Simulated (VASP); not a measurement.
# Mg (Im-3m) in VASP: notebook

The runs below take Mg through single point, relaxation of cell and atoms, with PBE.

Everything below comes from runs of VASP 6.6.1. Logs are shortened: lines on timing, memory, paths and dates and some standing lists are left out, and cuts for length are marked.

**1. The cell of the first run**

It takes space group Im-3m (No. 229, cubic). Conventional cell: a = 3.580 Å, b = 3.580 Å, c = 3.580 Å, α = 90.00°, β = 90.00°, γ = 90.00°. Within 4.1 Å of Mg (site symmetry m-3m) lie 14 Mg at 3.10 to 3.58 Å.

This isn't the form of Mg at room conditions, which is hcp.

**2. Single point, PBE**

INCAR reads:

```
PREC = Accurate
ENCUT = 600
EDIFF = 1E-6
ISMEAR = -1
SIGMA = 0.05
LREAL = F
LASPH = T
NELM = 120
ALGO = Normal
ISIF = 2
LWAVE = F
LCHARG = F
GGA = PE
NBANDS = 7
GGA_COMPAT = F
```

KPOINTS reads:

```
regular mesh
0
Gamma
  17 17 17
```

POSCAR reads:

```
Mg
1.0
   -1.7898606885      1.7898606885      1.7898606885
    1.7898606885     -1.7898606885      1.7898606885
    1.7898606885      1.7898606885     -1.7898606885
Mg
1
Direct
    0.0000000000      0.0000000000      0.0000000000
```

Potentials or basis: VASP PAW PBE potentials, release 64 (Mg).

Run with:

```console
> cat potpaw_PBE.64/Mg/POTCAR > POTCAR
> mpirun -np 1 vasp_std > vasp.out
```

OUTCAR:

```text
PREC = Accurate
   ENCUT = 600
   EDIFF = 1E-6
   ISMEAR = -1
   LREAL = F
   LASPH = T
   NELM = 120
   ISIF = 2
   GGA = PE

 ion  position               nearest neighbor table
   1  0.000  0.000  0.000-

  LATTYP: Found a body centered cubic cell.
 ALAT       =     3.5797213770

  Lattice vectors:

 A1 = (  -1.7898606885,   1.7898606885,   1.7898606885)
 A2 = (   1.7898606885,  -1.7898606885,   1.7898606885)
 A3 = (   1.7898606885,   1.7898606885,  -1.7898606885)

Analysis of symmetry for initial positions (statically):
=====================================================================
 Subroutine PRICEL returns:
 Original cell was already a primitive cell.

 Routine SETGRP: Setting up the symmetry group for a
 body centered cubic supercell.

 Subroutine GETGRP returns: Found 48 space group operations
 (whereof 48 operations were pure point group operations)
 out of a pool of 48 trial point group operations.

The static configuration has the point symmetry O_h .

Analysis of symmetry for dynamics (positions and initial velocities):
=====================================================================
 Subroutine PRICEL returns:
 Original cell was already a primitive cell.

 Routine SETGRP: Setting up the symmetry group for a
 body centered cubic supercell.

 Subroutine GETGRP returns: Found 48 space group operations
 (whereof 48 operations were pure point group operations)
 out of a pool of 48 trial point group operations.

The dynamic configuration has the point symmetry O_h .

 Subroutine INISYM returns: Found 48 space group operations
 (whereof 48 operations are pure point group operations),
 and found     1 'primitive' translations

----------------------------------------------------------------------------------------

                                     Primitive cell

  volume of cell :      22.9360

  direct lattice vectors                    reciprocal lattice vectors
    -1.789860688  1.789860688  1.789860688     0.000000000  0.279351350  0.279351350
     1.789860688 -1.789860688  1.789860688     0.279351350  0.000000000  0.279351350
     1.789860688  1.789860688 -1.789860688     0.279351350  0.279351350  0.000000000

  length of vectors
     3.100129651  3.100129651  3.100129651     0.395062468  0.395062468  0.395062468

  position of ions in fractional coordinates (direct lattice)
     0.000000000  0.000000000  0.000000000

  ion indices of the primitive-cell ions
   primitive index   ion index
                 1           1

----------------------------------------------------------------------------------------

 KPOINTS: regular mesh

Automatic generation of k-mesh.
 Grid dimensions read from file:
 generate k-points for:   17   17   17

 Generating k-lattice:

  Cartesian coordinates                     Fractional coordinates (reciprocal lattice)
     0.000000000  0.016432432  0.016432432     0.058823529  0.000000000  0.000000000
     0.016432432  0.000000000  0.016432432     0.000000000  0.058823529  0.000000000
     0.016432432  0.016432432  0.000000000     0.000000000  0.000000000  0.058823529

  Length of vectors
     0.023238969  0.023238969  0.023238969

  Shift w.r.t. Gamma in fractional coordinates (k-lattice)
     0.000000000  0.000000000  0.000000000

 Subroutine IBZKPT returns following result:
 ===========================================

 Found    165 irreducible k-points:

 Following reciprocal coordinates:
            Coordinates               Weight
  0.000000  0.000000  0.000000      1.000000
  0.058824  0.000000  0.000000     12.000000
  0.117647  0.000000  0.000000     12.000000
  0.176471  0.000000  0.000000     12.000000
  0.235294  0.000000  0.000000     12.000000
  0.294118  0.000000  0.000000     12.000000
[... 16 lines left out ...]
  0.411765  0.117647 -0.000000     48.000000
  0.176471  0.176471  0.000000     24.000000
 [... further k-points ...]
   k-points           NKPTS =    165   k-points in BZ     NKDIM =    165   number of bands    NBANDS=      7
   number of dos      NEDOS =    301   number of ions     NIONS =      1
   total plane-waves  NPLWV =  21952
   dimension x,y,z NGX =    28 NGY =   28 NGZ =   28
   dimension x,y,z NGXF=    56 NGYF=   56 NGZF=   56
   ions per type =               1
   NGX,Y,Z   is equivalent  to a cutoff of  15.02, 15.02, 15.02 a.u.
   NGXF,Y,Z  is equivalent  to a cutoff of  30.03, 30.03, 30.03 a.u.
 SYSTEM =  unknown system
   PREC   = accura    normal or accurate (medium, high low for compatibility)
   ISTART =      0    job   : 0-new  1-cont  2-samecut
   ICHARG =      2    charge: 1-file 2-atom 10-const
   ISPIN  =      1    spin polarized calculation?
   LNONCOLLINEAR =      F non collinear calculations
   LSORBIT =      F    spin-orbit coupling
   LASPH  =      T    aspherical Exc in radial PAW
   ENCUT  =  600.0 eV  44.10 Ry    6.64 a.u.   6.19  6.19  6.19*2*pi/ulx,y,z
   NELM   =    120;   NELMIN=  2; NELMDL= -5     # of ELM steps
   EDIFF  = 0.1E-05   stopping-criterion for ELM
   LREAL  =      F    real-space projection
   EDIFFG = 0.1E-04   stopping-criterion for IOM
   NSW    =      0    number of steps for IOM
   IBRION =     -1    ionic relax: 0-MD 1-quasi-New 2-CG
   NFREE  =      0    steps in history (QN), initial steepest desc. (CG)
   ISIF   =      2    stress and relaxation
   ISYM   =      2    0-nonsym 1-usesym 2-fastsym
   POTIM  = 0.5000    time-step for ionic-motion
   TEBEG  =    0.0;   TEEND  =   0.0 temperature during run
   PSTRESS=    0.0 pullay stress
   NELECT =       2.0000    total number of electrons
   NUPDOWN=      -1.0000    fix difference up-down
   EMIN   =  10.00;   EMAX   =-10.00  energy-range for DOS
   EFERMI =   0.00;   METHOD = LEGACY
   ISMEAR =    -1;   SIGMA  =   0.05  broadening in eV -4-tet -1-fermi 0-gaus
   EFERMI_NEDOS =   21; number of points for ismear=-14 and -15
   IALGO  =     38    algorithm
   IMIX   =      4    mixing-type and parameters
     AMIX     =   0.40;   BMIX     =  1.00
     AMIX_MAG =   1.60;   BMIX_MAG =  1.00
  volume/ion in A,a.u.               =      22.94       154.78
  Fermi-wavevector in a.u.,A,eV,Ry     =   0.725959  1.371864  7.170500  0.527017
  Thomas-Fermi vector in A             =   1.816812
   LORBIT       =      0    0 simple, 1 ext, 2 COOP (PROOUT), +10 PAW based schemes
   GGA     = PE    functional components
   LHFCALC =     F    Hartree Fock is set to
   AEXX    =    0.0000 exact exchange contribution
   IVDW    =     0    specifies the selected vdW correction
   LEPSILON=     F    determine dielectric tensor
   LRPA    =     F    only Hartree local field effects (RPA)
 non-spin polarized calculation
  energy-cutoff  :      600.00
  volume of cell :       22.94
 maximum number of plane-waves:       776
 NGX is ok and might be reduce to    28
   NGX = 13   NGY = 13   NGZ = 13

 number of electron       2.0000000 magnetization

 Free energy of the ion-electron system (eV)
  ---------------------------------------------------
  ext. energy  EPLUGINS =         0.00000000
  ---------------------------------------------------
  free energy    TOTEN  =        -1.47970848 eV

  energy without entropy =       -1.47638064  energy(sigma->0) =       -1.47804456

 E-fermi :   2.6759     XC(G=0):  -8.4975

 val. band max:        2.6513772080   @ k =  -0.4706   0.4706   0.2941
 cond. band min:       2.7128456300   @ k =   0.3529   0.1765   0.1176
 fundamental gap:      0.0614684220
 Fermi energy:         2.6758877422

 k-point     1 :       0.0000    0.0000    0.0000
  band No.  band energies     occupation
      1      -4.2939      2.00000
      2      15.6768      0.00000
      3      15.6768      0.00000
      4      15.6768      0.00000
      5      17.6936      0.00000
      6      17.6936      0.00000
      7      17.7770      0.00000

 k-point     2 :       0.0588    0.0000    0.0000
  band No.  band energies     occupation
      1      -4.2124      2.00000
      2      14.6854      0.00000
      3      15.2516      0.00000
      4      15.2629      0.00000
      5      16.7939      0.00000
      6      16.9755      0.00000
      7      17.9410      0.00000

 k-point     3 :       0.1176    0.0000    0.0000
  band No.  band energies     occupation
      1      -3.9682      2.00000
      2      12.7389      0.00000
      3      14.4238      0.00000
      4      14.5336      0.00000
      5      15.8380      0.00000
      6      16.4771      0.00000
      7      18.1878      0.00000

 k-point     4 :       0.1765    0.0000    0.0000
  band No.  band energies     occupation
      1      -3.5627      2.00000
      2      10.7086      0.00000
      3      13.5831      0.00000
      4      13.8315      0.00000
      5      14.9960      0.00000
      6      15.9701      0.00000
      7      18.6030      0.00000

 k-point     5 :       0.2353    0.0000    0.0000
  band No.  band energies     occupation
      1      -2.9978      2.00000
      2       8.7541      0.00000
      3      12.8413      0.00000
      4      13.2276      0.00000
      5      14.2894      0.00000
      6      15.4513      0.00000
      7      19.1889      0.00000

 k-point     6 :       0.2941    0.0000    0.0000
  band No.  band energies     occupation
      1      -2.2764      2.00000
      2       6.9110      0.00000
      3      12.2327      0.00000
      4      12.7394      0.00000
      5      13.7231      0.00000
      6      14.9752      0.00000
      7      19.7350      0.00000

 k-point     7 :       0.3529    0.0000    0.0000
  band No.  band energies     occupation
      1      -1.4024      2.00000
      2       5.1929      0.00000
      3      11.7703      0.00000
      4      12.3721      0.00000
      5      13.2986      0.00000
      6      14.5857      0.00000
      7      20.3804      0.00000

 k-point     8 :       0.4118    0.0000    0.0000
  band No.  band energies     occupation
      1      -0.3824      2.00000
      2       3.6093      0.00000
      3      11.4599      0.00000
      4      12.1270      0.00000
      5      13.0157      0.00000
      6      14.3119      0.00000
      7      21.0822      0.00000

 k-point     9 :       0.4706    0.0000    0.0000
  band No.  band energies     occupation
      1       0.7536      2.00000
      2       2.1914      1.99988
      3      11.3041      0.00000
      4      12.0045      0.00000
      5      12.8744      0.00000
      6      14.1710      0.00000
      7      21.6703      0.00000

 k-point    10 :       0.0588    0.0588    0.0000
  band No.  band energies     occupation
      1      -4.0495      2.00000
      2      13.6524      0.00000
      3      13.8871      0.00000
      4      14.8581      0.00000
      5      16.4156      0.00000
      6      16.7411      0.00000
      7      18.2335      0.00000

 k-point    11 :       0.1176    0.0588   -0.0000
  band No.  band energies     occupation
      1      -3.7247      2.00000
      2      11.7408      0.00000
      3      12.9209      0.00000
      4      14.1355      0.00000
      5      15.8027      0.00000
      6      16.6041      0.00000
      7      18.0136      0.00000
[... 51 lines left out ...]
 k-point    17 :       0.4706    0.0588   -0.0000
  band No.  band energies     occupation
      1       1.2233      2.00000
      2       1.8013      2.00000
      3      10.3005      0.00000
      4      11.8129      0.00000
      5      13.3527      0.00000
      6      14.9968      0.00000
      7      21.3018      0.00000

 k-point    18 :       0.1176    0.1176    0.0000
  band No.  band energies     occupation
      1      -3.3202      2.00000
      2      10.6362      0.00000
      3      11.2145      0.00000
      4      13.4600      0.00000
      5      15.8192      0.00000
      6      16.5297      0.00000
      7      18.8165      0.00000

 k-point    19 :       0.1765    0.1176    0.0000
  band No.  band energies     occupation
      1      -2.7567      2.00000
      2       8.9034      0.00000
      3      10.2952      0.00000
      4      12.8226      0.00000
      5      15.4332      0.00000
      6      16.6854      0.00000
      7      18.4782      0.00000

 k-point    20 :       0.2353    0.1176   -0.0000
  band No.  band energies     occupation
      1      -2.0371      2.00000
      2       7.1035      0.00000
      3       9.6799      0.00000
      4      12.2903      0.00000
      5      14.9491      0.00000
      6      16.9091      0.00000
      7      18.3577      0.00000

 k-point    21 :       0.2941    0.1176    0.0000
  band No.  band energies     occupation
      1      -1.1655      2.00000
      2       5.4038      0.00000
      3       9.2276      0.00000
      4      11.8825      0.00000
      5      14.5491      0.00000
      6      16.8868      0.00000
      7      18.7393      0.00000

 k-point    22 :       0.3529    0.1176    0.0000
  band No.  band energies     occupation
      1      -0.1487      2.00000
      2       3.8308      0.00000
      3       8.9271      0.00000
      4      11.6075      0.00000
      5      14.2728      0.00000
      6      16.7501      0.00000
      7      19.4607      0.00000

 k-point    23 :       0.4118    0.1176   -0.0000
  band No.  band energies     occupation
      1       0.9821      2.00000
      2       2.4211      1.98783
      3       8.7770      0.00000
      4      11.4692      0.00000
      5      14.1325      0.00000
      6      16.6579      0.00000
      7      20.2382      0.00000

 k-point    24 :       0.1765    0.1765    0.0000
  band No.  band energies     occupation
      1      -2.1168      2.00000
      2       7.9507      0.00000
      3       8.7245      0.00000
      4      12.2380      0.00000
      5      15.6767      0.00000
      6      16.5562      0.00000
      7      19.8316      0.00000

 [... further k-points ...]
[... 5 lines left out ...]
  --------------------------------------------------------------------------------------
  -------------------------------------------------------------------------------------
  Total       -0.0225319     -0.0225319     -0.0225319     -0.0000000     -0.0000000      0.0000000
  in kB       -1.5739511     -1.5739511     -1.5739511     -0.0000000     -0.0000000      0.0000000
  external PRESSURE =      -1.5739511 kB  Pullay stress =       0.0000000 kB

 VOLUME and BASIS-vectors are now :
 -----------------------------------------------------------------------------
  energy-cutoff  :      600.00
  volume of cell :       22.94
      direct lattice vectors                 reciprocal lattice vectors
    -1.789860688  1.789860688  1.789860688     0.000000000  0.279351350  0.279351350
     1.789860688 -1.789860688  1.789860688     0.279351350  0.000000000  0.279351350
     1.789860688  1.789860688 -1.789860688     0.279351350  0.279351350  0.000000000

 POSITION                                       TOTAL-FORCE (eV/Angst)
 -----------------------------------------------------------------------------------
      0.00000      0.00000      0.00000         0.000000      0.000000      0.000000
 -----------------------------------------------------------------------------------
    total drift:                                0.000000     -0.000000     -0.000000

  FREE ENERGIE OF THE ION-ELECTRON SYSTEM (eV)
  ---------------------------------------------------
  free  energy   TOTEN  =        -1.4797084778 eV

  energy  without entropy=       -1.4763806384  energy(sigma->0) =       -1.47804456
```

It took 58 s on 1 thread of Intel Xeon 8259CL, shared host; peak memory 0.18 GiB.

Results:

| Item | Value |
| --- | --- |
| Free energy | -1.4797 eV |
| Pressure | -0.2 GPa |
| Band gap on the k mesh | zero (bands 1 and 2 overlap by 3.70 eV) |

(Part 1 of 2 ends here.)
